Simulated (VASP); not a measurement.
# CaSe (Fm-3m) in VASP: a series of runs, part 2 of 2

VASP 6.6.1.

## 3. Single point, PBE

Input file INCAR:

```
ALGO = Normal
EDIFF = 1E-6
ENCUT = 520
GGA = PE
ISIF = 2
ISMEAR = 0
LASPH = T
LCHARG = F
LREAL = F
LWAVE = F
NBANDS = 15
NELM = 60
PREC = Accurate
SIGMA = 0.01
```

Input file KPOINTS:

```
k-points
0
Gamma
  4 4 4
```

Input file POSCAR:

```
CaSe
1.0
    0.0000000000      2.9675351113      2.9675351113
    2.9675351113      0.0000000000      2.9675351113
    2.9675351113      2.9675351113      0.0000000000
Ca Se
1 1
Direct
    0.0000000000      0.0000000000      0.0000000000
    0.5000000000      0.5000000000      0.5000000000
```

Potentials or basis: VASP PAW PBE potentials, release 64 (Ca_sv, Se).

Run with:

```bash
$ cat potpaw_PBE.64/Ca_sv/POTCAR potpaw_PBE.64/Se/POTCAR > POTCAR
$ mpirun -np 1 vasp_std > vasp.out
```

OUTCAR:

```text
EDIFF = 1E-6
   ENCUT = 520
   GGA = PE
   ISIF = 2
   ISMEAR = 0
   LASPH = T
   LREAL = F
   NELM = 60
   PREC = Accurate

 ion  position               nearest neighbor table
   1  0.000  0.000  0.000-   2 2.97   2 2.97   2 2.97   2 2.97   2 2.97   2 2.97
   2  0.500  0.500  0.500-   1 2.97   1 2.97   1 2.97   1 2.97   1 2.97   1 2.97

  LATTYP: Found a face centered cubic cell.
 ALAT       =     5.9350702226

  Lattice vectors:

 A1 = (   0.0000000000,   2.9675351113,   2.9675351113)
 A2 = (   2.9675351113,   0.0000000000,   2.9675351113)
 A3 = (   2.9675351113,   2.9675351113,   0.0000000000)

Analysis of symmetry for initial positions (statically):
=====================================================================
 Subroutine PRICEL returns:
 Original cell was already a primitive cell.

 Routine SETGRP: Setting up the symmetry group for a
 face centered cubic supercell.

 Subroutine GETGRP returns: Found 48 space group operations
 (whereof 48 operations were pure point group operations)
 out of a pool of 48 trial point group operations.

The static configuration has the point symmetry O_h .

Analysis of symmetry for dynamics (positions and initial velocities):
=====================================================================
 Subroutine PRICEL returns:
 Original cell was already a primitive cell.

 Routine SETGRP: Setting up the symmetry group for a
 face centered cubic supercell.

 Subroutine GETGRP returns: Found 48 space group operations
 (whereof 48 operations were pure point group operations)
 out of a pool of 48 trial point group operations.

The dynamic configuration has the point symmetry O_h .

 Subroutine INISYM returns: Found 48 space group operations
 (whereof 48 operations are pure point group operations),
 and found     1 'primitive' translations

----------------------------------------------------------------------------------------

                                     Primitive cell

[... 102 lines left out ...]
   LEPSILON=     F    determine dielectric tensor
   LRPA    =     F    only Hartree local field effects (RPA)
 non-spin polarized calculation
 Gauss-broadening in eV      SIGMA  =   0.01
  energy-cutoff  :      520.00
  volume of cell :       52.27
 maximum number of plane-waves:      1424
   NGX = 15   NGY = 15   NGZ = 15

 number of electron      15.9999997 magnetization

 Free energy of the ion-electron system (eV)
  ---------------------------------------------------
  ext. energy  EPLUGINS =         0.00000000
  ---------------------------------------------------
  free energy    TOTEN  =        -9.46814156 eV

  energy without entropy =       -9.46814156  energy(sigma->0) =       -9.46814156

 E-fermi :   2.5584     XC(G=0):  -9.1088

 val. band max:        2.3894660139   @ k =   0.0000   0.0000   0.0000
 cond. band min:       4.4271642998   @ k =   0.5000   0.5000   0.0000
 fundamental gap:      2.0376982859
 Fermi energy:         2.5583928721

 k-point     1 :       0.0000    0.0000    0.0000
  band No.  band energies     occupation
      1     -37.4065      2.00000
      2     -18.3985      2.00000
      3     -18.3985      2.00000
      4     -18.3985      2.00000
      5      -9.3726      2.00000
      6       2.3895      2.00000
      7       2.3895      2.00000
      8       2.3895      2.00000
      9       5.6731      0.00000
     10       6.0871      0.00000
     11       6.0871      0.00000
     12       6.0871      0.00000
     13       6.6451      0.00000
     14       6.6451      0.00000
[... 113 lines left out ...]
      2     -18.4537      2.00000
      3     -18.4537      2.00000
      4     -18.4363      2.00000
      5      -8.7175      2.00000
      6       0.4278      2.00000
      7       0.4278      2.00000
      8       0.7334      2.00000
      9       6.7722      0.00000
     10       6.7722      0.00000
     11       7.5935      0.00000
     12       8.0761      0.00000
     13       8.3894      0.00000
     14      10.9226      0.00000
     15      11.3205      0.00000

------------------------ aborting loop because EDIFF is reached ----------------------------------------

  FORCE on cell =-STRESS in cart. coord.  units (eV):
  Direction    XX          YY          ZZ          XY          YZ          ZX
  --------------------------------------------------------------------------------------
  -------------------------------------------------------------------------------------
  Total        0.2790141      0.2790141      0.2790141     -0.0000000     -0.0000000      0.0000000
  in kB        8.5530125      8.5530125      8.5530125     -0.0000000     -0.0000000      0.0000000
  external PRESSURE =       8.5530125 kB  Pullay stress =       0.0000000 kB

 VOLUME and BASIS-vectors are now :
 -----------------------------------------------------------------------------
  energy-cutoff  :      520.00
  volume of cell :       52.27
      direct lattice vectors                 reciprocal lattice vectors
     0.000000000  2.967535111  2.967535111    -0.168490003  0.168490003  0.168490003
     2.967535111  0.000000000  2.967535111     0.168490003 -0.168490003  0.168490003
     2.967535111  2.967535111  0.000000000     0.168490003  0.168490003 -0.168490003

 POSITION                                       TOTAL-FORCE (eV/Angst)
 -----------------------------------------------------------------------------------
      0.00000      0.00000      0.00000         0.000000      0.000000      0.000000
      2.96754      2.96754      2.96754         0.000000      0.000000      0.000000
 -----------------------------------------------------------------------------------
    total drift:                                0.000000     -0.000000     -0.000000

  FREE ENERGIE OF THE ION-ELECTRON SYSTEM (eV)
  ---------------------------------------------------
  free  energy   TOTEN  =        -9.4681415575 eV

  energy  without entropy=       -9.4681415575  energy(sigma->0) =       -9.46814156
```

OSZICAR:

```text
N       E                     dE             d eps       ncg     rms          rms(c)
DAV:   1     0.104908412116E+03    0.10491E+03   -0.73059E+03   240   0.982E+02
DAV:   2    -0.518702779743E+01   -0.11010E+03   -0.10484E+03   303   0.247E+02
DAV:   3    -0.937464328990E+01   -0.41876E+01   -0.41448E+01   310   0.455E+01
DAV:   4    -0.961337722926E+01   -0.23873E+00   -0.23868E+00   339   0.903E+00
DAV:   5    -0.961510240692E+01   -0.17252E-02   -0.17251E-02   303   0.854E-01    0.427E+00
DAV:   6    -0.947135528828E+01    0.14375E+00   -0.19531E-01   282   0.230E+00    0.254E+00
DAV:   7    -0.946378883039E+01    0.75665E-02   -0.10296E-01   312   0.200E+00    0.817E-01
DAV:   8    -0.946788870287E+01   -0.40999E-02   -0.11712E-02   247   0.832E-01    0.111E-01
DAV:   9    -0.946800487504E+01   -0.11617E-03   -0.61951E-04   310   0.249E-01    0.476E-02
DAV:  10    -0.946812253430E+01   -0.11766E-03   -0.14497E-04   254   0.743E-02    0.166E-02
DAV:  11    -0.946814320111E+01   -0.20667E-04   -0.51928E-05   275   0.636E-02    0.890E-03
DAV:  12    -0.946814204268E+01    0.11584E-05   -0.24718E-06   297   0.126E-02    0.453E-03
DAV:  13    -0.946814155749E+01    0.48519E-06   -0.98434E-07   177   0.626E-03
   1 F= -.94681416E+01 E0= -.94681416E+01  d E =-.309600-127
```

It took 5.3 s on 1 thread of Intel Xeon Platinum 8488C (Sapphire Rapids), shared host; peak memory 0.17 GiB.

Results:

| Item | Value |
| --- | --- |
| Free energy | -9.4681 eV |
| Pressure | 0.9 GPa |
| Band gap on the k mesh | 2.04 eV (least direct gap 2.96 eV) |

Levels at points of the mesh, in eV from the valence-band top:
| k point | band 4 | band 5 | band 6 | band 7 | band 8 | band 9 | band 10 | band 11 | band 12 | band 13 |
| --- | --- | --- | --- | --- | --- | --- | --- | --- | --- | --- |
| (0.00, 0.00, 0.00) | -20.79 | -11.76 | 0.00 | 0.00 | 0.00 | 3.28 | 3.70 | 3.70 | 3.70 | 4.26 |
| (0.50, 0.00, 0.00) | -20.80 | -11.08 | -3.25 | -1.18 | -1.18 | 4.49 | 5.44 | 5.47 | 5.47 | 7.45 |
| (0.50, 0.50, 0.00) | -20.82 | -11.19 | -2.50 | -0.93 | -0.93 | 2.04 | 5.00 | 5.01 | 5.97 | 5.99 |

Caveat: the k points lie up to 0.46 Å⁻¹ apart.

## 4. Single point, LDA

Input file INCAR:

```
PREC = Accurate
ENCUT = 520
EDIFF = 1E-7
ISMEAR = 0
SIGMA = 0.01
LREAL = False
LASPH = True
NELM = 80
ALGO = Normal
ISIF = 2
LWAVE = False
LCHARG = False
GGA = CA
NBANDS = 15
```

Input file KPOINTS:

```
Automatic mesh
0
Gamma
  4 4 4
```

POSCAR is that of step 3.

Potentials or basis: VASP PAW LDA potentials, release 64 (Ca_sv, Se).

Run with:

```bash
$ cat potpaw_LDA.64/Ca_sv/POTCAR potpaw_LDA.64/Se/POTCAR > POTCAR
$ mpirun -np 1 vasp_std > vasp.out
```

OUTCAR:

```text
PREC = Accurate
   ENCUT = 520
   EDIFF = 1E-7
   ISMEAR = 0
   LREAL = False
   LASPH = True
   NELM = 80
   ISIF = 2
   GGA = CA

 ion  position               nearest neighbor table
   1  0.000  0.000  0.000-   2 2.97   2 2.97   2 2.97   2 2.97   2 2.97   2 2.97
   2  0.500  0.500  0.500-   1 2.97   1 2.97   1 2.97   1 2.97   1 2.97   1 2.97

  LATTYP: Found a face centered cubic cell.
 ALAT       =     5.9350702226

  Lattice vectors:

 A1 = (   0.0000000000,   2.9675351113,   2.9675351113)
[... 311 lines left out ...]
------------------------ aborting loop because EDIFF is reached ----------------------------------------

  FORCE on cell =-STRESS in cart. coord.  units (eV):
  Direction    XX          YY          ZZ          XY          YZ          ZX
  --------------------------------------------------------------------------------------
  -------------------------------------------------------------------------------------
  Total       -1.0707286     -1.0707286     -1.0707286      0.0000000      0.0000000      0.0000000
  in kB      -32.8225549    -32.8225549    -32.8225549      0.0000000      0.0000000      0.0000000
  external PRESSURE =     -32.8225549 kB  Pullay stress =       0.0000000 kB

 VOLUME and BASIS-vectors are now :
 -----------------------------------------------------------------------------
  energy-cutoff  :      520.00
  volume of cell :       52.27
      direct lattice vectors                 reciprocal lattice vectors
     0.000000000  2.967535111  2.967535111    -0.168490003  0.168490003  0.168490003
     2.967535111  0.000000000  2.967535111     0.168490003 -0.168490003  0.168490003
     2.967535111  2.967535111  0.000000000     0.168490003  0.168490003 -0.168490003

 POSITION                                       TOTAL-FORCE (eV/Angst)
 -----------------------------------------------------------------------------------
      0.00000      0.00000      0.00000        -0.000000     -0.000000      0.000000
      2.96754      2.96754      2.96754         0.000000      0.000000     -0.000000
 -----------------------------------------------------------------------------------
    total drift:                                0.000000     -0.000000     -0.000000

  FREE ENERGIE OF THE ION-ELECTRON SYSTEM (eV)
  ---------------------------------------------------
  free  energy   TOTEN  =       -10.5274877260 eV

  energy  without entropy=      -10.5274877260  energy(sigma->0) =      -10.52748773
```

OSZICAR:

```text
N       E                     dE             d eps       ncg     rms          rms(c)
DAV:   1     0.103775555010E+03    0.10378E+03   -0.72923E+03   240   0.981E+02
DAV:   2    -0.625965562475E+01   -0.11004E+03   -0.10477E+03   310   0.246E+02
DAV:   3    -0.104991050338E+02   -0.42394E+01   -0.41947E+01   310   0.455E+01
DAV:   4    -0.107301987777E+02   -0.23109E+00   -0.23107E+00   339   0.900E+00
DAV:   5    -0.107317735377E+02   -0.15748E-02   -0.15747E-02   303   0.819E-01    0.443E+00
DAV:   6    -0.105566065824E+02    0.17517E+00   -0.21346E-01   275   0.242E+00    0.258E+00
DAV:   7    -0.105291921516E+02    0.27414E-01   -0.86070E-02   319   0.188E+00    0.815E-01
DAV:   8    -0.105275381466E+02    0.16540E-02   -0.92895E-03   275   0.770E-01    0.103E-01
DAV:   9    -0.105274757768E+02    0.62370E-04   -0.62362E-04   282   0.248E-01    0.442E-02
DAV:  10    -0.105274854662E+02   -0.96895E-05   -0.10512E-04   290   0.608E-02    0.170E-02
DAV:  11    -0.105274882095E+02   -0.27433E-05   -0.12674E-05   275   0.338E-02    0.601E-03
DAV:  12    -0.105274878166E+02    0.39297E-06   -0.69920E-07   320   0.616E-03    0.332E-03
DAV:  13    -0.105274877260E+02    0.90614E-07   -0.56825E-07   282   0.489E-03
   1 F= -.10527488E+02 E0= -.10527488E+02  d E =-.107056E-62
```

stdout:

```text
POSCAR found type information on POSCAR CaSe
 POSCAR found :  2 types and       2 ions
 scaLAPACK will be used
 LDA part: xc-table for (Slater(with rela. corr.)+CA(PZ))
 , standard interpolation
 POSCAR, INCAR and KPOINTS ok, starting setup
 FFT: planning ... GRIDC
 FFT: planning ... GRID_SOFT
 FFT: planning ... GRID
 WAVECAR not read
 entering main loop
```

It took 3.9 s on 1 thread of Intel Xeon Platinum 8488C (Sapphire Rapids), shared host; peak memory 0.15 GiB.

Results:

```yaml
Free_energy: -10.5275 eV
Pressure: -3.3 GPa
Band_gap_on_the_k_mesh: 1.87 eV (least direct gap 2.81 eV)
```

Levels at points of the mesh, in eV from the valence-band top:
```
           k point  band 6  band 7  band 8  band 9  band 10  band 11
(0.00, 0.00, 0.00)    0.00    0.00    0.00    3.04     3.53     3.53
(0.50, 0.00, 0.00)   -3.31   -1.21   -1.21    4.34     5.28     5.31
(0.50, 0.50, 0.00)   -2.52   -0.94   -0.94    1.87     4.78     4.90
```

Caveat: the k points lie up to 0.46 Å⁻¹ apart.
